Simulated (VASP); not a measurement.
# Eu (Im-3m) in VASP: further runs, part 2 of 2

VASP 6.6.1.

## (3) Single point, PBE, collinear spin, ferromagnetic start

Input file INCAR:

```
SYSTEM = Eu
PREC = Accurate
ENCUT = 520
EDIFF = 1E-6
ISMEAR = -1
SIGMA = 0.01
LREAL = .FALSE.
LASPH = .TRUE.
NELM = 150
ALGO = Normal
ISIF = 2
LWAVE = .FALSE.
LCHARG = .FALSE.
ISPIN = 2
MAGMOM = 7.02
LORBIT = 11
LMAXMIX = 6
GGA = PE
NBANDS = 18
```

Input file KPOINTS:

```
regular mesh
0
G
  10 10 10
  0 0 0
```

Input file POSCAR:

```
Eu
1.0
   -2.1939508085      2.1939508085      2.1939508085
    2.1939508085     -2.1939508085      2.1939508085
    2.1939508085      2.1939508085     -2.1939508085
Eu
1
Direct
    0.0000000000      0.0000000000      0.0000000000
```

Potentials or basis: VASP PAW PBE potentials, release 64 (Eu).

On the command line:

```sh
> cat potpaw_PBE.64/Eu/POTCAR > POTCAR
> mpirun -np 1 vasp_std > vasp.out
```

Wall time 2 min (1 thread of Intel Xeon 6975P-C (Granite Rapids), shared host); peak memory 0.22 GiB.

The run converged. Its results:

* Free energy: -11.4365 eV
* Pressure: -0.3 GPa
* Net moment: 7.37 μB per cell
* Site moments: Eu +6.69 μB
* Valence electrons inside the program's atomic spheres: Eu 14.73

Levels at points of the mesh, in eV from the Fermi level:
Spin up:
```tsv
k point	band 8	band 9	band 10	band 11	band 12	band 13	band 14	band 15	band 16	band 17
(0.00, 0.00, 0.00)	-0.57	-0.41	-0.41	-0.41	-0.37	1.75	1.75	1.75	3.45	3.45
(0.50, 0.00, 0.00)	-0.54	-0.43	-0.42	-0.41	-0.39	0.35	0.74	3.36	4.08	5.76
(0.50, 0.50, 0.50)	-0.53	-0.53	-0.53	-0.37	-0.37	-0.37	4.92	4.92	4.92	5.20
```
Spin down:
```tsv
k point	band 2	band 3	band 4	band 5	band 6	band 7	band 8	band 9
(0.00, 0.00, 0.00)	-17.92	-17.92	-17.92	-3.62	2.77	2.77	2.77	3.94
(0.50, 0.00, 0.00)	-18.46	-18.09	-17.92	-0.96	1.28	1.56	3.87	4.18
(0.50, 0.50, 0.50)	-18.30	-18.30	-18.30	-0.33	-0.33	3.92	3.92	3.92
```

Caveat: spin-orbit coupling is left out, which moves the levels of the heavy elements; semilocal functionals describe open f shells poorly, which spoils levels, moments and volumes. The state reached can hang on the start; a lower one may exist.

## (4) Single point, PBE, collinear spin, ferromagnetic start

Input file INCAR:

```
ALGO = Normal ; EDIFF = 1E-7
ENCUT = 520 ; GGA = PE
ISIF = 2 ; ISMEAR = -1
ISPIN = 2 ; LASPH = True
LCHARG = False ; LMAXMIX = 6
LORBIT = 11 ; LREAL = False
LWAVE = False ; MAGMOM = 7.02
NBANDS = 18 ; NELM = 150
PREC = Accurate ; SIGMA = 0.03
```

Input file KPOINTS:

```
k-points
0
Gamma
  10 10 10
```

POSCAR is that of step 3.

On the command line:

```sh
> cat potpaw_PBE.64/Eu/POTCAR > POTCAR
> mpirun -np 1 vasp_std > vasp.out
```

Wall time 46 s (1 thread of Intel Xeon 6975P-C (Granite Rapids), shared host); peak memory 0.21 GiB.

Results (log left out):

```yaml
Free_energy: -11.4396 eV
Pressure: -0.3 GPa
Net_moment: 7.29 μB per cell
Site_moments: Eu +6.68 μB
Valence_electrons_inside_the_program's_atomic_spheres: Eu 14.73
```

Levels at points of the mesh, in eV from the Fermi level:
Spin up:
| k point | band 9 | band 10 | band 11 | band 12 | band 13 | band 14 | band 15 | band 16 |
| --- | --- | --- | --- | --- | --- | --- | --- | --- |
| (0.00, 0.00, 0.00) | -0.38 | -0.38 | -0.38 | -0.34 | 1.79 | 1.79 | 1.79 | 3.50 |
| (0.50, 0.00, 0.00) | -0.40 | -0.39 | -0.38 | -0.37 | 0.40 | 0.80 | 3.40 | 4.12 |
| (0.50, 0.50, 0.50) | -0.50 | -0.50 | -0.34 | -0.34 | -0.34 | 4.98 | 4.98 | 4.98 |
Spin down:
| k point | band 2 | band 3 | band 4 | band 5 | band 6 | band 7 | band 8 | band 9 |
| --- | --- | --- | --- | --- | --- | --- | --- | --- |
| (0.00, 0.00, 0.00) | -17.90 | -17.90 | -17.90 | -3.63 | 2.78 | 2.78 | 2.78 | 3.96 |
| (0.50, 0.00, 0.00) | -18.45 | -18.07 | -17.90 | -0.96 | 1.28 | 1.54 | 3.89 | 4.21 |
| (0.50, 0.50, 0.50) | -18.28 | -18.28 | -18.28 | -0.34 | -0.34 | 3.94 | 3.94 | 3.94 |

Caveat: spin-orbit coupling is left out, which moves the levels of the heavy elements; semilocal functionals describe open f shells poorly, which spoils levels, moments and volumes. The state reached can hang on the start; a lower one may exist.

## (5) Single point, PBE, collinear spin, ferromagnetic start

Input file INCAR:

```
PREC = Accurate
ENCUT = 520
EDIFF = 1E-6
ISMEAR = -1
SIGMA = 0.1
LREAL = F
LASPH = T
NELM = 150
ALGO = Normal
ISIF = 2
LWAVE = F
LCHARG = F
ISPIN = 2
MAGMOM = 7.02
LORBIT = 11
LMAXMIX = 6
GGA = PE
NBANDS = 18
```

Input file KPOINTS:

```
Automatic mesh
0
Gamma
  10 10 10
```

POSCAR is that of step 4.

On the command line:

```sh
> cat potpaw_PBE.64/Eu/POTCAR > POTCAR
> mpirun -np 1 vasp_std > vasp.out
```

It took 42 s on 1 thread of Intel Xeon 6975P-C (Granite Rapids), shared host; peak memory 0.21 GiB.

It converged, with:

```
Free energy                                           : -11.4686 eV
Pressure                                              : -0.1 GPa
Net moment                                            : 7.30 μB per cell
Site moments                                          : Eu +6.67 μB
Valence electrons inside the program's atomic spheres : Eu 14.73
```

Levels at points of the mesh, in eV from the Fermi level:
Spin up:
```csv
k point,band 8,band 9,band 10,band 11,band 12,band 13,band 14,band 15,band 16,band 17
"(0.00, 0.00, 0.00)",-0.61,-0.45,-0.45,-0.45,-0.41,1.79,1.79,1.79,3.50,3.50
"(0.50, 0.00, 0.00)",-0.57,-0.47,-0.46,-0.45,-0.44,0.40,0.80,3.40,4.12,5.79
"(0.50, 0.50, 0.50)",-0.57,-0.57,-0.57,-0.41,-0.41,-0.41,4.98,4.98,4.98,5.24
```
Spin down:
```csv
k point,band 1,band 2,band 3,band 4,band 5,band 6,band 7,band 8,band 9,band 10
"(0.00, 0.00, 0.00)",-38.58,-17.92,-17.92,-17.92,-3.60,2.79,2.79,2.79,3.90,3.90
"(0.50, 0.00, 0.00)",-38.53,-18.47,-18.09,-17.92,-0.94,1.30,1.57,3.83,4.14,4.20
"(0.50, 0.50, 0.50)",-38.50,-18.30,-18.30,-18.30,-0.32,-0.32,3.89,3.89,3.89,4.06
```

Caveat: spin-orbit coupling is left out, which moves the levels of the heavy elements; semilocal functionals describe open f shells poorly, which spoils levels, moments and volumes.

## (6) Single point, PBE, collinear spin, ferromagnetic start

Input file INCAR:

```
PREC = Accurate ; ENCUT = 520
EDIFF = 1E-6 ; ISMEAR = -1
SIGMA = 0.2 ; LREAL = False
LASPH = True ; NELM = 150
ALGO = Normal ; ISIF = 2
LWAVE = False ; LCHARG = False
ISPIN = 2 ; MAGMOM = 7.02
LORBIT = 11 ; LMAXMIX = 6
GGA = PE ; NBANDS = 18
```

Input file KPOINTS:

```
regular mesh
0
Gamma
  10 10 10
```

POSCAR is that of step 5.

Potentials or basis: VASP PAW PBE potentials, release 64 (Eu).

On the command line:

```sh
> cat potpaw_PBE.64/Eu/POTCAR > POTCAR
> mpirun -np 1 vasp_std > vasp.out
```

OUTCAR:

```text
PREC = Accurate
   ENCUT = 520
   EDIFF = 1E-6
   ISMEAR = -1
   LREAL = False
   LASPH = True
   NELM = 150
   ISIF = 2
   ISPIN = 2
   LORBIT = 11
   GGA = PE

 ion  position               nearest neighbor table
   1  0.000  0.000  0.000-

  LATTYP: Found a body centered cubic cell.
 ALAT       =     4.3879016170

  Lattice vectors:

 A1 = (  -2.1939508085,   2.1939508085,   2.1939508085)
 A2 = (   2.1939508085,  -2.1939508085,   2.1939508085)
 A3 = (   2.1939508085,   2.1939508085,  -2.1939508085)
[... 1214 lines left out ...]
  -------------------------------------------------------------------------------------
  Total       -0.0380728     -0.0380728     -0.0380728     -0.0000000     -0.0000000     -0.0000000
  in kB       -1.4440586     -1.4440586     -1.4440586     -0.0000000     -0.0000000     -0.0000000
  external PRESSURE =      -1.4440586 kB  Pullay stress =       0.0000000 kB

 VOLUME and BASIS-vectors are now :
 -----------------------------------------------------------------------------
  energy-cutoff  :      520.00
  volume of cell :       42.24
      direct lattice vectors                 reciprocal lattice vectors
    -2.193950808  2.193950808  2.193950808     0.000000000  0.227899367  0.227899367
     2.193950808 -2.193950808  2.193950808     0.227899367  0.000000000  0.227899367
     2.193950808  2.193950808 -2.193950808     0.227899367  0.227899367  0.000000000

 POSITION                                       TOTAL-FORCE (eV/Angst)
 -----------------------------------------------------------------------------------
      0.00000      0.00000      0.00000         0.000000      0.000000      0.000000
 -----------------------------------------------------------------------------------
    total drift:                               -0.000000     -0.000000     -0.000000

  FREE ENERGIE OF THE ION-ELECTRON SYSTEM (eV)
  ---------------------------------------------------
  free  energy   TOTEN  =       -11.5938950733 eV

  energy  without entropy=      -11.2503797229  energy(sigma->0) =      -11.42213740

 total charge

# of ion       s       p       d       f       tot
--------------------------------------------------
    1        2.083   5.707   0.323   6.588  14.701

 magnetization (x)

# of ion       s       p       d       f       tot
--------------------------------------------------
    1       -0.003  -0.089   0.159   6.585   6.652
```

It took 46 s on 1 thread of Intel Xeon 6975P-C (Granite Rapids), shared host; peak memory 0.21 GiB.

What came out:

| Property | Result |
| --- | --- |
| Free energy | -11.5939 eV |
| Pressure | -0.1 GPa |
| Net moment | 7.32 μB per cell |
| Site moments | Eu +6.65 μB |
| Valence electrons inside the program's atomic spheres | Eu 14.70 |

Levels at points of the mesh, in eV from the Fermi level:
Spin up:
```tsv
k point	band 10	band 11	band 12	band 13	band 14	band 15
(0.00, 0.00, 0.00)	-0.69	-0.69	-0.65	1.75	1.75	1.75
(0.50, 0.00, 0.00)	-0.71	-0.69	-0.67	0.36	0.76	3.37
(0.50, 0.50, 0.50)	-0.80	-0.66	-0.66	-0.66	4.95	4.95
```
Spin down:
```
           k point  band 3  band 4  band 5  band 6  band 7  band 8
(0.00, 0.00, 0.00)  -18.02  -18.02   -3.57    2.79    2.79    2.79
(0.50, 0.00, 0.00)  -18.20  -18.03   -0.91    1.31    1.60    3.64
(0.50, 0.50, 0.50)  -18.40  -18.40   -0.30   -0.30    3.70    3.70
```

Caveat: spin-orbit coupling is left out, which moves the levels of the heavy elements; semilocal functionals describe open f shells poorly, which spoils levels, moments and volumes. The state reached can hang on the start; a lower one may exist.

## (7) The runs side by side

| smearing | gap on the mesh (eV) | pressure (GPa) | moment (μB) |
| --- | --- | --- | --- |
| fermi-dirac 0.05 eV | none | -0.3 | 7.30 |
| fermi-dirac 0.01 eV | none | -0.3 | 7.37 |
| fermi-dirac 0.03 eV | none | -0.3 | 7.29 |
| fermi-dirac 0.1 eV | none | -0.1 | 7.30 |
| fermi-dirac 0.2 eV | none | -0.1 | 7.32 |

Alike in all rows: task single point; level PBE; potentials or basis VASP PAW PBE potentials, release 64 (Eu); spin collinear, ferromagnetic start; cell as given; k mesh 10 × 10 × 10; cutoff (eV) 520.

Caveats: spin-orbit coupling is left out, which moves the levels of the heavy elements; semilocal functionals describe open f shells poorly, which spoils levels, moments and volumes.

Total energies depend on the potentials used, so only differences within one code and one set of settings carry meaning.
